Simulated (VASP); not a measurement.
# Sb (Fd-3m) in VASP: single point with LDA

Aim: the single point of Sb with LDA.

Program: VASP 6.6.1. These are calculated values, not measurements. Logs are shortened: lines on timing, memory, paths and dates and some standing lists are left out, and cuts for length are marked.

## Step 1: The cell of the first run

It takes space group Fd-3m (No. 227, cubic). Conventional cell: a = 6.828 Å, b = 6.828 Å, c = 6.828 Å, α = 90.00°, β = 90.00°, γ = 90.00°. Within 3.9 Å of Sb (site symmetry -43m) lie 4 Sb at 2.96 Å.

This isn't the form of Sb at room conditions, which is rhombohedral.

## Step 2: Single point, LDA

The input, INCAR:

```
SYSTEM = Sb
ALGO = Normal
EDIFF = 1E-6
ENCUT = 500
GGA_COMPAT = .FALSE.
ISIF = 2
ISMEAR = -1
LASPH = .TRUE.
LCHARG = .FALSE.
LREAL = .FALSE.
LWAVE = .FALSE.
NBANDS = 22
NELM = 120
PREC = Accurate
SIGMA = 0.05
```

The input, KPOINTS:

```
k-points
0
G
  7 7 7
  0 0 0
```

The input, POSCAR:

```
Sb
1.0
    0.0000000000      3.4141848195      3.4141848195
    3.4141848195      0.0000000000      3.4141848195
    3.4141848195      3.4141848195      0.0000000000
Sb
2
Direct
    1.0000000000      1.0000000000      1.0000000000
    0.2500000000      0.2500000000      0.2500000000
```

Potentials or basis: VASP PAW LDA potentials, release 64 (Sb_d_GW).

Run with:

```bash
$ cat potpaw_LDA.64/Sb_d_GW/POTCAR > POTCAR
$ mpirun -np 1 vasp_std > vasp.out
```

OUTCAR:

```text
SYSTEM = Sb
   EDIFF = 1E-6
   ENCUT = 500
   ISIF = 2
   ISMEAR = -1
   LASPH = .TRUE.
   LREAL = .FALSE.
   NELM = 120
   PREC = Accurate

 ion  position               nearest neighbor table
   1  0.000  0.000  0.000-   2 2.96   2 2.96   2 2.96   2 2.96
   2  0.250  0.250  0.250-   1 2.96   1 2.96   1 2.96   1 2.96

  LATTYP: Found a face centered cubic cell.
 ALAT       =     6.8283696390

  Lattice vectors:

 A1 = (   0.0000000000,   3.4141848195,   3.4141848195)
 A2 = (   3.4141848195,   0.0000000000,   3.4141848195)
 A3 = (   3.4141848195,   3.4141848195,   0.0000000000)

Analysis of symmetry for initial positions (statically):
=====================================================================
 Subroutine PRICEL returns:
 Original cell was already a primitive cell.

 Routine SETGRP: Setting up the symmetry group for a
 face centered cubic supercell.

 Subroutine GETGRP returns: Found 48 space group operations
 (whereof 24 operations were pure point group operations)
 out of a pool of 48 trial point group operations.

The static configuration has the point symmetry T_d .
 The point group associated with its full space group is O_h .

Analysis of symmetry for dynamics (positions and initial velocities):
=====================================================================
 Subroutine PRICEL returns:
 Original cell was already a primitive cell.

 Routine SETGRP: Setting up the symmetry group for a
 face centered cubic supercell.

 Subroutine GETGRP returns: Found 48 space group operations
 (whereof 24 operations were pure point group operations)
 out of a pool of 48 trial point group operations.

The dynamic configuration has the point symmetry T_d .
 The point group associated with its full space group is O_h .

 Subroutine INISYM returns: Found 48 space group operations
 (whereof 24 operations are pure point group operations),
 and found     1 'primitive' translations

----------------------------------------------------------------------------------------

                                     Primitive cell

  volume of cell :      79.5960

  direct lattice vectors                    reciprocal lattice vectors
     0.000000000  3.414184819  3.414184819    -0.146447842  0.146447842  0.146447842
     3.414184819  0.000000000  3.414184819     0.146447842 -0.146447842  0.146447842
     3.414184819  3.414184819  0.000000000     0.146447842  0.146447842 -0.146447842

  length of vectors
     4.828386476  4.828386476  4.828386476     0.253655104  0.253655104  0.253655104

  position of ions in fractional coordinates (direct lattice)
     0.000000000  0.000000000  0.000000000
     0.250000000  0.250000000  0.250000000

  ion indices of the primitive-cell ions
   primitive index   ion index
                 1           1
                 2           2

----------------------------------------------------------------------------------------

 KPOINTS: k-points

Automatic generation of k-mesh.
 Grid dimensions read from file:
 generate k-points for:    7    7    7

 Generating k-lattice:

  Cartesian coordinates                     Fractional coordinates (reciprocal lattice)
    -0.020921120  0.020921120  0.020921120     0.142857143  0.000000000  0.000000000
     0.020921120 -0.020921120  0.020921120     0.000000000  0.142857143  0.000000000
     0.020921120  0.020921120 -0.020921120     0.000000000  0.000000000  0.142857143

  Length of vectors
     0.036236443  0.036236443  0.036236443

  Shift w.r.t. Gamma in fractional coordinates (k-lattice)
     0.000000000  0.000000000  0.000000000

 Subroutine IBZKPT returns following result:
 ===========================================

 Found     20 irreducible k-points:

 Following reciprocal coordinates:
            Coordinates               Weight
  0.000000  0.000000  0.000000      1.000000
  0.142857  0.000000  0.000000      8.000000
  0.285714  0.000000  0.000000      8.000000
  0.428571  0.000000  0.000000      8.000000
  0.142857  0.142857  0.000000      6.000000
  0.285714  0.142857  0.000000     24.000000
[... 12 lines left out ...]
 -0.428571  0.428571  0.142857     24.000000
 -0.285714  0.428571  0.142857     24.000000
   k-points           NKPTS =     20   k-points in BZ     NKDIM =     20   number of bands    NBANDS=     22
   number of dos      NEDOS =    301   number of ions     NIONS =      2
   total plane-waves  NPLWV =  46656
   dimension x,y,z NGX =    36 NGY =   36 NGZ =   36
   dimension x,y,z NGXF=    72 NGYF=   72 NGZF=   72
   ions per type =               2
   NGX,Y,Z   is equivalent  to a cutoff of  12.40, 12.40, 12.40 a.u.
   NGXF,Y,Z  is equivalent  to a cutoff of  24.79, 24.79, 24.79 a.u.
 SYSTEM =  Sb
   PREC   = accura    normal or accurate (medium, high low for compatibility)
   ISTART =      0    job   : 0-new  1-cont  2-samecut
   ICHARG =      2    charge: 1-file 2-atom 10-const
   ISPIN  =      1    spin polarized calculation?
   LNONCOLLINEAR =      F non collinear calculations
   LSORBIT =      F    spin-orbit coupling
   LASPH  =      T    aspherical Exc in radial PAW
   ENCUT  =  500.0 eV  36.75 Ry    6.06 a.u.   8.80  8.80  8.80*2*pi/ulx,y,z
   NELM   =    120;   NELMIN=  2; NELMDL= -5     # of ELM steps
   EDIFF  = 0.1E-05   stopping-criterion for ELM
   LREAL  =      F    real-space projection
   EDIFFG = 0.1E-04   stopping-criterion for IOM
   NSW    =      0    number of steps for IOM
   IBRION =     -1    ionic relax: 0-MD 1-quasi-New 2-CG
   NFREE  =      0    steps in history (QN), initial steepest desc. (CG)
   ISIF   =      2    stress and relaxation
   ISYM   =      2    0-nonsym 1-usesym 2-fastsym
   POTIM  = 0.5000    time-step for ionic-motion
   TEBEG  =    0.0;   TEEND  =   0.0 temperature during run
   PSTRESS=    0.0 pullay stress
   NELECT =      30.0000    total number of electrons
   NUPDOWN=      -1.0000    fix difference up-down
   EMIN   =  10.00;   EMAX   =-10.00  energy-range for DOS
   EFERMI =   0.00;   METHOD = LEGACY
   ISMEAR =    -1;   SIGMA  =   0.05  broadening in eV -4-tet -1-fermi 0-gaus
   EFERMI_NEDOS =   21; number of points for ismear=-14 and -15
   IALGO  =     38    algorithm
   IMIX   =      4    mixing-type and parameters
     AMIX     =   0.40;   BMIX     =  1.00
     AMIX_MAG =   1.60;   BMIX_MAG =  1.00
  volume/ion in A,a.u.               =      39.80       268.57
  Fermi-wavevector in a.u.,A,eV,Ry     =   1.182546  2.234689 19.026608  1.398416
  Thomas-Fermi vector in A             =   2.318798
   LORBIT       =      0    0 simple, 1 ext, 2 COOP (PROOUT), +10 PAW based schemes
   GGA     = CA    functional components
   LHFCALC =     F    Hartree Fock is set to
   AEXX    =    0.0000 exact exchange contribution
   IVDW    =     0    specifies the selected vdW correction
   LEPSILON=     F    determine dielectric tensor
   LRPA    =     F    only Hartree local field effects (RPA)
 non-spin polarized calculation
  energy-cutoff  :      500.00
  volume of cell :       79.60
 maximum number of plane-waves:      2029
   NGX = 17   NGY = 17   NGZ = 17

 number of electron      29.9999972 magnetization

 Free energy of the ion-electron system (eV)
  ---------------------------------------------------
  ext. energy  EPLUGINS =         0.00000000
  ---------------------------------------------------
  free energy    TOTEN  =        -8.79308576 eV

  energy without entropy =       -8.77335246  energy(sigma->0) =       -8.78321911

 E-fermi :   2.9279     XC(G=0):  -8.7254

 val. band max:        2.8824108907   @ k =   0.1429   0.1429   0.0000
 cond. band min:       2.9456630494   @ k =  -0.4286   0.4286   0.1429
 fundamental gap:      0.0632521587
 Fermi energy:         2.9278845029

 k-point     1 :       0.0000    0.0000    0.0000
  band No.  band energies     occupation
      1     -26.3257      2.00000
      2     -26.3257      2.00000
      3     -26.3257      2.00000
      4     -26.2943      2.00000
      5     -26.2943      2.00000
      6     -26.1906      2.00000
[... 14 lines left out ...]
     21       9.3783      0.00000
     22      10.3634      0.00000

 k-point     2 :       0.1429    0.0000    0.0000
  band No.  band energies     occupation
      1     -26.3296      2.00000
      2     -26.3296      2.00000
      3     -26.3233      2.00000
      4     -26.2888      2.00000
      5     -26.2888      2.00000
      6     -26.1982      2.00000
[... 14 lines left out ...]
     21       8.7801      0.00000
     22       9.8764      0.00000

 k-point     3 :       0.2857    0.0000    0.0000
  band No.  band energies     occupation
      1     -26.3354      2.00000
      2     -26.3354      2.00000
      3     -26.3174      2.00000
      4     -26.2795      2.00000
      5     -26.2795      2.00000
      6     -26.2074      2.00000
[... 14 lines left out ...]
     21       8.6965      0.00000
     22      10.1280      0.00000

 k-point     4 :       0.4286    0.0000    0.0000
  band No.  band energies     occupation
      1     -26.3386      2.00000
      2     -26.3386      2.00000
      3     -26.3123      2.00000
      4     -26.2738      2.00000
      5     -26.2738      2.00000
      6     -26.2125      2.00000
[... 14 lines left out ...]
     21       9.5524      0.00000
     22       9.7630      0.00000

 k-point     5 :       0.1429    0.1429    0.0000
  band No.  band energies     occupation
      1     -26.3299      2.00000
      2     -26.3299      2.00000
      3     -26.3250      2.00000
      4     -26.2891      2.00000
      5     -26.2832      2.00000
      6     -26.2078      2.00000
[... 317 lines left out ...]
 k-point    18 :      -0.4286    0.2857    0.1429
  band No.  band energies     occupation
      1     -26.3491      2.00000
      2     -26.3440      2.00000
      3     -26.2921      2.00000
      4     -26.2641      2.00000
      5     -26.2551      2.00000
      6     -26.2363      2.00000
[... 14 lines left out ...]
     21      10.3927      0.00000
     22      10.9267      0.00000

 k-point    19 :      -0.4286    0.4286    0.1429
  band No.  band energies     occupation
      1     -26.3483      2.00000
      2     -26.3471      2.00000
      3     -26.2870      2.00000
      4     -26.2604      2.00000
      5     -26.2538      2.00000
      6     -26.2357      2.00000
[... 14 lines left out ...]
     21      10.9261      0.00000
     22      11.6384      0.00000

 k-point    20 :      -0.2857    0.4286    0.1429
  band No.  band energies     occupation
      1     -26.3516      2.00000
      2     -26.3473      2.00000
      3     -26.2786      2.00000
      4     -26.2544      2.00000
      5     -26.2500      2.00000
      6     -26.2403      2.00000
[... 14 lines left out ...]
     21      10.5673      0.00000
     22      11.9455      0.00000

------------------------ aborting loop because EDIFF is reached ----------------------------------------

  FORCE on cell =-STRESS in cart. coord.  units (eV):
  Direction    XX          YY          ZZ          XY          YZ          ZX
  --------------------------------------------------------------------------------------
  -------------------------------------------------------------------------------------
  Total       -0.0237495     -0.0237495     -0.0237495      0.0000000      0.0000000      0.0000000
  in kB       -0.4780506     -0.4780506     -0.4780506      0.0000000      0.0000000      0.0000000
  external PRESSURE =      -0.4780506 kB  Pullay stress =       0.0000000 kB

 VOLUME and BASIS-vectors are now :
 -----------------------------------------------------------------------------
  energy-cutoff  :      500.00
  volume of cell :       79.60
      direct lattice vectors                 reciprocal lattice vectors
     0.000000000  3.414184819  3.414184819    -0.146447842  0.146447842  0.146447842
     3.414184819  0.000000000  3.414184819     0.146447842 -0.146447842  0.146447842
     3.414184819  3.414184819  0.000000000     0.146447842  0.146447842 -0.146447842

 POSITION                                       TOTAL-FORCE (eV/Angst)
 -----------------------------------------------------------------------------------
      0.00000      0.00000      0.00000        -0.000000     -0.000000     -0.000000
      1.70709      1.70709      1.70709         0.000000      0.000000      0.000000
 -----------------------------------------------------------------------------------
    total drift:                                0.000000      0.000000      0.000000

  FREE ENERGIE OF THE ION-ELECTRON SYSTEM (eV)
  ---------------------------------------------------
  free  energy   TOTEN  =        -8.7930857569 eV

  energy  without entropy=       -8.7733524630  energy(sigma->0) =       -8.78321911
```

It took 29 s on 1 thread of AMD EPYC 7R13 (Zen 3), shared host; peak memory 0.15 GiB.

What came out:

```yaml
Free_energy: -8.7931 eV
Pressure: 0.0 GPa
Band_gap_on_the_k_mesh: zero (bands 15 and 16 overlap by 0.55 eV)
```

Levels at points of the mesh, in eV from the Fermi level:
| k point | band 13 | band 14 | band 15 | band 16 | band 17 | band 18 |
| --- | --- | --- | --- | --- | --- | --- |
| (0.00, 0.00, 0.00) | -1.95 | -1.95 | -1.95 | 0.38 | 0.38 | 0.38 |

Caveat: spin-orbit coupling is left out, which moves the levels of the heavy elements.

The gap in the log of VASP goes by the Fermi energy; the results here count the filled bands.